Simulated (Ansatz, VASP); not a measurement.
# C: VASP beside Ansatz

File INCAR:

```
SYSTEM = C
ALGO = Normal
EDIFF = 1E-6
ENCUT = 520
GGA = PE
ISIF = 2
ISMEAR = 0
LASPH = .TRUE.
LCHARG = .FALSE.
LREAL = Auto
LWAVE = .FALSE.
NBANDS = 43
NELM = 80
PREC = Accurate
SIGMA = 0.05
```

KPOINTS

```
k-points
0
G
  6 6 6
  0 0 0
```

Contents of POSCAR:

```
C
1.0
    3.5715485858      0.0000000000     -3.5715485858
    0.0000000000      3.5715485858     -3.5715485858
    3.5715485858      3.5715485858      0.0000000000
C
15
Direct
    0.2500000000      0.2500000000      0.2500000000
    0.2500000000      0.7500000000      0.7500000000
    0.2500000000      0.7500000000      0.2500000000
    0.7500000000      0.2500000000      0.7500000000
    0.7500000000      0.2500000000      0.2500000000
    0.7500000000      0.7500000000      0.7500000000
    0.7500000000      0.7500000000      0.2500000000
    0.1250000000      0.1250000000      0.1250000000
    0.1250000000      0.1250000000      0.6250000000
    0.1250000000      0.6250000000      0.1250000000
    0.0049790358      0.6250000000      0.6850104821
    0.6250000000      0.1250000000      0.1250000000
    0.6250000000      0.1250000000      0.6250000000
    0.6250000000      0.6250000000      0.1250000000
    0.6250000000      0.6250000000      0.6250000000
```

Input for Ansatz:

```yaml
crystal:
  lattice:
    - [3.5715485858, 0.0, -3.5715485858]
    - [0.0, 3.5715485858, -3.5715485858]
    - [3.5715485858, 3.5715485858, 0.0]
  atoms:
    - { symbol: C, position: [0.25, 0.25, 0.25] }
    - { symbol: C, position: [0.25, 0.75, 0.75] }
    - { symbol: C, position: [0.25, 0.75, 0.25] }
    - { symbol: C, position: [0.75, 0.25, 0.75] }
    - { symbol: C, position: [0.75, 0.25, 0.25] }
    - { symbol: C, position: [0.75, 0.75, 0.75] }
    - { symbol: C, position: [0.75, 0.75, 0.25] }
    - { symbol: C, position: [0.125, 0.125, 0.125] }
    - { symbol: C, position: [0.125, 0.125, 0.625] }
    - { symbol: C, position: [0.125, 0.625, 0.125] }
    - { symbol: C, position: [0.0049790358, 0.625, 0.6850104821] }
    - { symbol: C, position: [0.625, 0.125, 0.125] }
    - { symbol: C, position: [0.625, 0.125, 0.625] }
    - { symbol: C, position: [0.625, 0.625, 0.125] }
    - { symbol: C, position: [0.625, 0.625, 0.625] }
basis:
  ecutwfc: 420
kpoints:
  mp_grid: { grid: [6, 6, 6] }
hamiltonian:
  xc: pbe
  pseudopotentials: { kind: paw, azcp: { folder: soft_1 } }
scf:
  occupations: { method: gaussian, width: 0.05 }
output:
  forces: true
  stress: true
  eigenvalues: true
```

Change from the starting cell: C vacancy; atom 11 moved 0.000 of the way to it and +0.525 Å across, host rigid.

Alike in both runs: task single point; functional PBE; k mesh 6 × 6 × 6; occupations gaussian, width 0.05 eV; no spin polarisation.

|  | VASP | Ansatz |
| --- | --- | --- |
| version | VASP 6.6.1 | Ansatz 0.2.0 |
| potentials or method | VASP PAW PBE potentials, release 64 (C), cutoff 520 eV | scalar-relativistic, plane waves, PAW |
| valence electrons in the cell | 60 | 60 |

VASP gave:

```
gap on the k mesh at the Fermi level (eV)                     : none
pressure (GPa)                                                : 18.9
traceless stress, the component that is largest in VASP (GPa) : -26.42
rms of the force components (eV/Å)                            : 8.632
```

Which values does Ansatz return?

gap on the k mesh at the Fermi level (eV): none; pressure (GPa): 17.8; traceless stress, the component that is largest in VASP (GPa): -26.04; rms of the force components (eV/Å): 8.527.

Atom by atom the forces differ by 0.108 eV/Å (rms over components). A gap of «none» marks a metal or a gap that the smearing closes.
